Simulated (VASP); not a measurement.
# P (P6_122) in VASP: notebook, part 2 of 2

VASP 6.6.1. The steps go on from the part before.

## Step 3: Single point, PBE

This run uses another cell than the first one, of 24.36 Å³/atom, 1.492 times its volume.

Input file INCAR:

```
SYSTEM = P
PREC = Accurate ; ENCUT = 520
EDIFF = 1E-6 ; ISMEAR = 0
SIGMA = 0.1 ; LREAL = .False.
LASPH = .True. ; NELM = 100
ALGO = Normal ; ISIF = 2
LWAVE = .False. ; LCHARG = .True.
GGA = PE ; LELF = .True.
LVHAR = .True. ; NBANDS = 24
```

Input file KPOINTS:

```
Automatic mesh
0
Gamma
  6 6 4
  0 0 0
```

Input file POSCAR:

```
P
1.0
    5.8681737575      0.0000000000      0.0000000000
   -2.9340868788      5.0819875478      0.0000000000
    0.0000000000      0.0000000000      4.9007396569
P
6
Direct
    0.2503293516      0.5006587031      0.2500000000
    0.4993412969      0.7496706484      0.5833333333
    0.2503293516      0.7496706484      0.9166666667
    0.7496706484      0.4993412969      0.7500000000
    0.5006587031      0.2503293516      0.0833333333
    0.7496706484      0.2503293516      0.4166666667
```

Potentials or basis: VASP PAW PBE potentials, release 64 (P).

Command:

```bash
cat potpaw_PBE.64/P/POTCAR > POTCAR
mpirun -np 1 vasp_std > vasp.out
```

OUTCAR:

```text
SYSTEM = P
   PREC = Accurate
   ENCUT = 520
   EDIFF = 1E-6
   ISMEAR = 0
   LREAL = .False.
   LASPH = .True.
   NELM = 100
   ISIF = 2
   GGA = PE

 ion  position               nearest neighbor table
   1  0.250  0.501  0.250-   2 2.19   3 2.19   5 2.67   6 2.67
   2  0.499  0.750  0.583-   1 2.19   3 2.19   4 2.67   6 2.67
   3  0.250  0.750  0.917-   1 2.19   2 2.19   5 2.67   4 2.67
   4  0.750  0.499  0.750-   5 2.19   6 2.19   2 2.67   3 2.67
   5  0.501  0.250  0.083-   4 2.19   6 2.19   1 2.67   3 2.67
   6  0.750  0.250  0.417-   4 2.19   5 2.19   2 2.67   1 2.67

  LATTYP: Found a hexagonal cell.
 ALAT       =     5.8681737575
 C/A-ratio  =     0.8351388114

  Lattice vectors:

 A1 = (   5.8681737575,   0.0000000000,   0.0000000000)
 A2 = (  -2.9340868788,   5.0819875478,   0.0000000000)
 A3 = (   0.0000000000,   0.0000000000,   4.9007396569)

Analysis of symmetry for initial positions (statically):
=====================================================================
 Subroutine PRICEL returns:
 Original cell was already a primitive cell.

 Routine SETGRP: Setting up the symmetry group for a
 hexagonal supercell.

 Subroutine GETGRP returns: Found 12 space group operations
 (whereof  2 operations were pure point group operations)
 out of a pool of 24 trial point group operations.

The static configuration has the point symmetry C_2 .
 The point group associated with its full space group is D_6 .

Analysis of symmetry for dynamics (positions and initial velocities):
=====================================================================
 Subroutine PRICEL returns:
 Original cell was already a primitive cell.

 Routine SETGRP: Setting up the symmetry group for a
 hexagonal supercell.

 Subroutine GETGRP returns: Found 12 space group operations
 (whereof  2 operations were pure point group operations)
 out of a pool of 24 trial point group operations.

The dynamic configuration has the point symmetry C_2 .
 The point group associated with its full space group is D_6 .

 Subroutine INISYM returns: Found 12 space group operations
 (whereof  2 operations are pure point group operations),
 and found     1 'primitive' translations

----------------------------------------------------------------------------------------

                                     Primitive cell

  volume of cell :     146.1498

  direct lattice vectors                    reciprocal lattice vectors
     5.868173758  0.000000000  0.000000000     0.170410769  0.098386703  0.000000000
    -2.934086879  5.081987548  0.000000000     0.000000000  0.196773406  0.000000000
     0.000000000  0.000000000  4.900739657     0.000000000  0.000000000  0.204050831

  length of vectors
     5.868173758  5.868173758  4.900739657     0.196773406  0.196773406  0.204050831

  position of ions in fractional coordinates (direct lattice)
     0.250329352  0.500658703  0.250000000
     0.499341297  0.749670648  0.583333333
     0.250329352  0.749670648  0.916666667
     0.749670648  0.499341297  0.750000000
     0.500658703  0.250329352  0.083333333
     0.749670648  0.250329352  0.416666667

  ion indices of the primitive-cell ions
   primitive index   ion index
                 1           1
                 2           2
[... 30 lines left out ...]

 Following reciprocal coordinates:
            Coordinates               Weight
  0.000000  0.000000  0.000000      1.000000
  0.166667  0.000000  0.000000      6.000000
  0.333333  0.000000  0.000000      6.000000
  0.500000 -0.000000  0.000000      3.000000
  0.166667  0.166667  0.000000      6.000000
  0.333333  0.166667  0.000000     12.000000
[... 13 lines left out ...]
  0.333333  0.166667  0.500000     12.000000
  0.333333  0.333333  0.500000      2.000000
   k-points           NKPTS =     21   k-points in BZ     NKDIM =     21   number of bands    NBANDS=     24
   number of dos      NEDOS =    301   number of ions     NIONS =      6
   total plane-waves  NPLWV =  82944
   dimension x,y,z NGX =    48 NGY =   48 NGZ =   36
   dimension x,y,z NGXF=    96 NGYF=   96 NGZF=   72
   ions per type =               6
   NGX,Y,Z   is equivalent  to a cutoff of  13.60, 13.60, 12.21 a.u.
   NGXF,Y,Z  is equivalent  to a cutoff of  27.20, 27.20, 24.42 a.u.
 SYSTEM =  P
   PREC   = accura    normal or accurate (medium, high low for compatibility)
   ISTART =      0    job   : 0-new  1-cont  2-samecut
   ICHARG =      2    charge: 1-file 2-atom 10-const
   ISPIN  =      1    spin polarized calculation?
   LNONCOLLINEAR =      F non collinear calculations
   LSORBIT =      F    spin-orbit coupling
   LASPH  =      T    aspherical Exc in radial PAW
   ENCUT  =  520.0 eV  38.22 Ry    6.18 a.u.  10.91 10.91  9.11*2*pi/ulx,y,z
   NELM   =    100;   NELMIN=  2; NELMDL= -5     # of ELM steps
   EDIFF  = 0.1E-05   stopping-criterion for ELM
   LREAL  =      F    real-space projection
   EDIFFG = 0.1E-04   stopping-criterion for IOM
   NSW    =      0    number of steps for IOM
   IBRION =     -1    ionic relax: 0-MD 1-quasi-New 2-CG
   NFREE  =      0    steps in history (QN), initial steepest desc. (CG)
   ISIF   =      2    stress and relaxation
   ISYM   =      2    0-nonsym 1-usesym 2-fastsym
   POTIM  = 0.5000    time-step for ionic-motion
   TEBEG  =    0.0;   TEEND  =   0.0 temperature during run
   PSTRESS=    0.0 pullay stress
   NELECT =      30.0000    total number of electrons
   NUPDOWN=      -1.0000    fix difference up-down
   EMIN   =  10.00;   EMAX   =-10.00  energy-range for DOS
   EFERMI =   0.00;   METHOD = LEGACY
   ISMEAR =     0;   SIGMA  =   0.10  broadening in eV -4-tet -1-fermi 0-gaus
   EFERMI_NEDOS =   21; number of points for ismear=-14 and -15
   IALGO  =     38    algorithm
   IMIX   =      4    mixing-type and parameters
     AMIX     =   0.40;   BMIX     =  1.00
     AMIX_MAG =   1.60;   BMIX_MAG =  1.00
  volume/ion in A,a.u.               =      24.36       164.38
  Fermi-wavevector in a.u.,A,eV,Ry     =   0.965715  1.824938 12.688880  0.932606
  Thomas-Fermi vector in A             =   2.095456
   LORBIT       =      0    0 simple, 1 ext, 2 COOP (PROOUT), +10 PAW based schemes
   GGA     = PE    functional components
   LHFCALC =     F    Hartree Fock is set to
   AEXX    =    0.0000 exact exchange contribution
   IVDW    =     0    specifies the selected vdW correction
   LEPSILON=     F    determine dielectric tensor
   LRPA    =     F    only Hartree local field effects (RPA)
 non-spin polarized calculation
 Gauss-broadening in eV      SIGMA  =   0.10
  energy-cutoff  :      520.00
  volume of cell :      146.15
 maximum number of plane-waves:      3954
 NGX is ok and might be reduce to    48
   NGX = 21   NGY = 21   NGZ = 19

 number of electron      29.9999996 magnetization

 Free energy of the ion-electron system (eV)
  ---------------------------------------------------
  ext. energy  EPLUGINS =         0.00000000
  ---------------------------------------------------
  free energy    TOTEN  =       -29.74855887 eV

  energy without entropy =      -29.73662262  energy(sigma->0) =      -29.74259075

 E-fermi :   4.4130     XC(G=0):  -8.4406

 val. band max:        4.3788158540   @ k =   0.5000  -0.0000   0.2500
 cond. band min:       4.4887961057   @ k =   0.1667   0.0000   0.2500
 fundamental gap:      0.1099802516
 Fermi energy:         4.4129974262

 k-point     1 :       0.0000    0.0000    0.0000
  band No.  band energies     occupation
      1     -10.5458      2.00000
      2      -8.5245      2.00000
      3      -5.9191      2.00000
      4      -5.9191      2.00000
      5      -5.1103      2.00000
      6      -5.1103      2.00000
[... 556 lines left out ...]
     23       7.8375      0.00000
     24       7.8375      0.00000

------------------------ aborting loop because EDIFF is reached ----------------------------------------

  FORCE on cell =-STRESS in cart. coord.  units (eV):
  Direction    XX          YY          ZZ          XY          YZ          ZX
  --------------------------------------------------------------------------------------
  -------------------------------------------------------------------------------------
  Total       -0.0737334     -0.0737334     -0.3072685      0.0000000      0.0000000      0.0000000
  in kB       -0.8083071     -0.8083071     -3.3684520      0.0000000      0.0000000      0.0000000
  external PRESSURE =      -1.6616888 kB  Pullay stress =       0.0000000 kB

 VOLUME and BASIS-vectors are now :
 -----------------------------------------------------------------------------
  energy-cutoff  :      520.00
  volume of cell :      146.15
      direct lattice vectors                 reciprocal lattice vectors
     5.868173758  0.000000000  0.000000000     0.170410769  0.098386703  0.000000000
    -2.934086879  5.081987548  0.000000000     0.000000000  0.196773406  0.000000000
     0.000000000  0.000000000  4.900739657     0.000000000  0.000000000  0.204050831

 POSITION                                       TOTAL-FORCE (eV/Angst)
 -----------------------------------------------------------------------------------
      0.00000      2.54434      1.22518        -0.000000      0.049668     -0.000000
      0.73062      3.80982      2.85876        -0.043014     -0.024834      0.000000
     -0.73062      3.80982      4.49234         0.043014     -0.024834     -0.000000
      2.93409      2.53765      3.67555         0.000000     -0.049668     -0.000000
      2.20346      1.27217      0.40839         0.043014      0.024834     -0.000000
      3.66471      1.27217      2.04197        -0.043014      0.024834      0.000000
 -----------------------------------------------------------------------------------
    total drift:                               -0.000000      0.000000     -0.000000

  FREE ENERGIE OF THE ION-ELECTRON SYSTEM (eV)
  ---------------------------------------------------
  free  energy   TOTEN  =       -29.7485588728 eV

  energy  without entropy=      -29.7366226228  energy(sigma->0) =      -29.74259075
```

It took 74 s on 1 thread of Intel Xeon Platinum 8375C at 2.90GHz (Ice Lake), shared host; peak memory 0.27 GiB.

Results:

- Free energy: -29.7486 eV
- Pressure: -0.2 GPa
- Largest force: 0.050 eV/Å
- Band gap on the k mesh: zero (band 15 reaches 5.12 eV, above the bottom of band 16 at 3.34 eV)

Forces in eV/Å, atoms in the order of the input:
```
P    0.000  0.050  0.000
P   -0.043 -0.025  0.000
P    0.043 -0.025  0.000
P    0.000 -0.050  0.000
P    0.043  0.025  0.000
P   -0.043  0.025  0.000
```

Stress tensor (GPa, compression positive):
```
-0.08  0.00  0.00
 0.00 -0.08  0.00
 0.00  0.00 -0.34
```

## Step 4: Single point, PBE

This run uses another cell than the first one, of 24.41 Å³/atom, 1.495 times its volume.

Input file INCAR:

```
SYSTEM = P
ALGO     = Normal         ! electronic algorithm
EDIFF    = 1E-6           ! SCF threshold, eV
ENCUT    = 520            ! plane-wave cutoff, eV
GGA      = PE             ! functional
ISIF     = 2              ! what is computed and relaxed
ISMEAR   = 0              ! smearing method
LASPH    = .TRUE.         ! aspherical terms in the spheres
LCHARG   = .FALSE.        ! write CHGCAR
LREAL    = .FALSE.        ! projectors in reciprocal space
LWAVE    = .FALSE.        ! write WAVECAR
NBANDS   = 24             ! bands
NELM     = 100            ! most SCF steps
PREC     = Accurate       ! precision mode
SIGMA    = 0.1            ! smearing width, eV
```

Input file KPOINTS:

```
k-points
0
G
  6 6 8
  0 0 0
```

Input file POSCAR:

```
P
1.0
    5.8685127870      0.0000000000      0.0000000000
   -2.9342563935      5.0822811559      0.0000000000
    0.0000000000      0.0000000000      4.9108186685
P
6
Direct
    0.2509760686      0.5019521372      0.2500000000
    0.4980478628      0.7490239314      0.5833333333
    0.2509760686      0.7490239314      0.9166666667
    0.7490239314      0.4980478628      0.7500000000
    0.5019521372      0.2509760686      0.0833333333
    0.7490239314      0.2509760686      0.4166666667
```

Command:

```bash
cat potpaw_PBE.64/P/POTCAR > POTCAR
mpirun -np 1 vasp_std > vasp.out
```

Wall time 1.9 min (1 thread of Intel Xeon Platinum 8375C at 2.90GHz (Ice Lake), shared host); peak memory 0.31 GiB.

The run converged. Its results:

```
Free energy            : -29.7424 eV
Pressure               : -0.2 GPa
Largest force          : 0.048 eV/Å
Band gap on the k mesh : zero (band 15 reaches 5.12 eV, above the bottom of band 16 at 3.32 eV)
```

Forces on the atoms (eV/Å):
```
P    0.000  0.048  0.000
P   -0.042 -0.024  0.000
P    0.042 -0.024  0.000
P    0.000 -0.048  0.000
P    0.042  0.024  0.000
P   -0.042  0.024  0.000
```

Stress tensor (GPa, compression positive):
```
-0.09  0.00  0.00
 0.00 -0.09  0.00
 0.00  0.00 -0.34
```

Levels at points of the mesh, in eV from the Fermi level:
```csv
k point,band 12,band 13,band 14,band 15,band 16,band 17,band 18,band 19
"(0.00, 0.00, 0.00)",-3.18,-1.24,-1.24,-1.05,-1.05,-0.26,0.65,2.85
"(0.50, 0.00, 0.00)",-4.01,-1.45,-1.23,-0.92,-0.46,0.71,1.10,1.96
"(0.00, 0.00, 0.50)",-4.52,-0.31,-0.31,0.32,0.32,1.59,1.59,1.74
"(0.50, 0.00, 0.50)",-3.17,-2.29,-2.29,0.39,0.39,1.43,1.43,2.15
```

## Step 5: Relaxation of cell and atoms, PBE

Input file INCAR:

```
SYSTEM = P
PREC     = Accurate       ! precision mode
ENCUT    = 600            ! plane-wave cutoff, eV
EDIFF    = 1E-6           ! SCF threshold, eV
ISMEAR   = 0              ! smearing method
SIGMA    = 0.1            ! smearing width, eV
LREAL    = .False.        ! projectors in reciprocal space
LASPH    = .True.         ! aspherical terms in the spheres
NELM     = 60             ! most SCF steps
ALGO     = Normal         ! electronic algorithm
ISIF     = 3              ! what is computed and relaxed
LWAVE    = .False.        ! write WAVECAR
LCHARG   = .False.        ! write CHGCAR
GGA      = PE             ! functional
IBRION   = 2              ! ionic algorithm
NSW      = 90             ! ionic steps
EDIFFG   = -0.04          ! ionic threshold
```

Input file KPOINTS:

```
Automatic mesh
0
Gamma
  6 6 4
  0 0 0
```

Input file POSCAR:

```
P
1.0
    4.9254594400      0.0000000000      0.0000000000
   -2.4627297200      4.2655730000      0.0000000000
    0.0000000000      0.0000000000      4.6630657300
P
6
Direct
    0.2340405300      0.4680810500      0.2500000000
    0.5319189500      0.7659594700      0.5833333300
    0.2340405300      0.7659594700      0.9166666700
    0.7659594700      0.5319189500      0.7500000000
    0.4680810500      0.2340405300      0.0833333300
    0.7659594700      0.2340405300      0.4166666700
```

Potentials or basis: VASP PAW PBE potentials, release 64 (P).

Command:

```bash
cat potpaw_PBE.64/P/POTCAR > POTCAR
mpirun -np 1 vasp_std > vasp.out
```

OUTCAR:

```text
SYSTEM = P
   PREC = Accurate
   ENCUT = 600
   EDIFF = 1E-6
   ISMEAR = 0
   LREAL = .False.
   LASPH = .True.
   NELM = 60
   ISIF = 3
   GGA = PE
   IBRION = 2
   NSW = 90
   EDIFFG = -0.04

 ion  position               nearest neighbor table
   1  0.234  0.468  0.250-   2 2.14   3 2.14   5 2.14   6 2.14
   2  0.532  0.766  0.583-   1 2.14   3 2.14   4 2.14   6 2.14
   3  0.234  0.766  0.917-   1 2.14   2 2.14   5 2.14   4 2.14
   4  0.766  0.532  0.750-   5 2.14   6 2.14   2 2.14   3 2.14
   5  0.468  0.234  0.083-   4 2.14   6 2.14   1 2.14   3 2.14
   6  0.766  0.234  0.417-   4 2.14   5 2.14   2 2.14   1 2.14

  LATTYP: Found a hexagonal cell.
 ALAT       =     4.9254594400
 C/A-ratio  =     0.9467270590

  Lattice vectors:

 A1 = (   4.9254594400,   0.0000000000,   0.0000000000)
 A2 = (  -2.4627297200,   4.2655730000,   0.0000000000)
 A3 = (   0.0000000000,   0.0000000000,   4.6630657300)

Analysis of symmetry for initial positions (statically):
[... 188 lines left out ...]
 Fermi energy:         8.7932158980

 k-point     1 :       0.0000    0.0000    0.0000
  band No.  band energies     occupation
      1      -9.0958      2.00000
      2      -4.0945      2.00000
      3      -4.0945      2.00000
      4      -3.8784      2.00000
      5      -2.2227      2.00000
      6      -2.2227      2.00000
[... 690 lines left out ...]
--------------------------------------- Ionic step        7  -------------------------------------------

 number of electron      29.9999997 magnetization

 Free energy of the ion-electron system (eV)
  ---------------------------------------------------
  ext. energy  EPLUGINS =         0.00000000
  ---------------------------------------------------
  free energy    TOTEN  =       -29.74091659 eV

  energy without entropy =      -29.72832844  energy(sigma->0) =      -29.73462252

 E-fermi :   4.4159     XC(G=0):  -8.4404

 val. band max:        4.3800686536   @ k =   0.5000   0.0000   0.2500
 cond. band min:       4.4875901749   @ k =   0.1667   0.0000   0.2500
 fundamental gap:      0.1075215213
 Fermi energy:         4.4158534344

 k-point     1 :       0.0000    0.0000    0.0000
  band No.  band energies     occupation
      1     -10.5556      2.00000
      2      -8.5618      2.00000
      3      -5.8853      2.00000
      4      -5.8853      2.00000
      5      -5.1144      2.00000
      6      -5.1144      2.00000
[... 484 lines left out ...]
  FREE ENERGIE OF THE ION-ELECTRON SYSTEM (eV)
  ---------------------------------------------------
  free  energy   TOTEN  =       -29.7409165900 eV

  energy  without entropy=      -29.7283284421  energy(sigma->0) =      -29.73462252

 reached required accuracy - stopping structural energy minimisation
```

It took 3.2 min on 1 thread of Intel Xeon Platinum 8375C at 2.90GHz (Ice Lake), shared host; peak memory 0.24 GiB.

Results:

```
Free energy                            : -29.7409 eV
Relaxed volume                         : 24.34 Å³/atom
Relaxed cell                           : a = 5.885 Å, b = 5.885 Å, c = 4.870 Å, α = 90.00°, β = 90.00°, γ = 120.00°
Space group after relaxing (to 0.05 Å) : P6_122 (No. 178)
Energy gained by relaxing              : 427.9 meV/atom
Ionic steps                            : 7
Pressure after relaxing                : 0.0 GPa
Largest force after relaxing           : 0.034 eV/Å
Band gap on the k mesh                 : zero (band 15 reaches 5.10 eV, above the bottom of band 16 at 3.35 eV)
```

Forces in eV/Å, atoms in the order of the input:
```
P    0.000  0.034  0.000
P   -0.029 -0.017  0.000
P    0.029 -0.017  0.000
P    0.000 -0.034  0.000
P    0.029  0.017  0.000
P   -0.029  0.017  0.000
```

The path:
| step | energy change (eV) | largest force (eV/Å) | pressure (GPa) | volume (Å³) |
| --- | --- | --- | --- | --- |
| 1 | 0.0000 | 0.2043 | 21.62 | 97.97 |
| 2 | -1.8682 | 0.6421 | -0.17 | 132.65 |
| 3 | -1.8682 | 0.6425 | -0.19 | 132.71 |
| 4 | -2.0677 | 0.7166 | -0.25 | 134.04 |
| 5 | -2.5156 | 0.0258 | 2.14 | 137.63 |
| 6 | -2.5626 | 0.0548 | -0.63 | 148.85 |
| 7 | -2.5676 | 0.0336 | -0.01 | 146.06 |

Final structure:
```
CELL_PARAMETERS angstrom
5.88457 0.00000 0.00000
-2.94228 5.09619 0.00000
0.00000 0.00000 4.87032
ATOMIC_POSITIONS crystal
P 0.25022 0.50045 0.25000
P 0.49955 0.74978 0.58333
P 0.25022 0.74978 0.91667
P 0.74978 0.49955 0.75000
P 0.50045 0.25022 0.08333
P 0.74978 0.25022 0.41667
```

Caveat: the volume moved by over 15 % at a fixed basis, so the end points are rough.

## Step 6: Summary

```csv
task,cell,k mesh,cutoff (eV),gap on the mesh (eV),pressure (GPa),largest force (eV/Å)
single point,"a = 4.925, b = 4.925, c = 4.663 Å, angles 90.0, 90.0, 120.0°, 6 atoms",6 × 6 × 4,520,none,21.6,0.20
single point,"a = 5.868, b = 5.868, c = 4.901 Å, angles 90.0, 90.0, 120.0°, 6 atoms",6 × 6 × 4,520,none,-0.2,0.05
single point,"a = 5.869, b = 5.869, c = 4.911 Å, angles 90.0, 90.0, 120.0°, 6 atoms",6 × 6 × 8,520,none,-0.2,0.05
relaxation of cell and atoms,"relaxed from a = 4.925, b = 4.925, c = 4.663 Å, angles 90.0, 90.0, 120.0°, 6 atoms",6 × 6 × 4,600,none,0.0,0.03
```

Alike in all rows: level PBE; potentials or basis VASP PAW PBE potentials, release 64 (P); no spin polarisation; smearing gaussian 0.1 eV.

Caveats: the volume moved by over 15 % at a fixed basis, so the end points are rough (some runs).

Absolute energies hang on the potentials; compare differences alone.
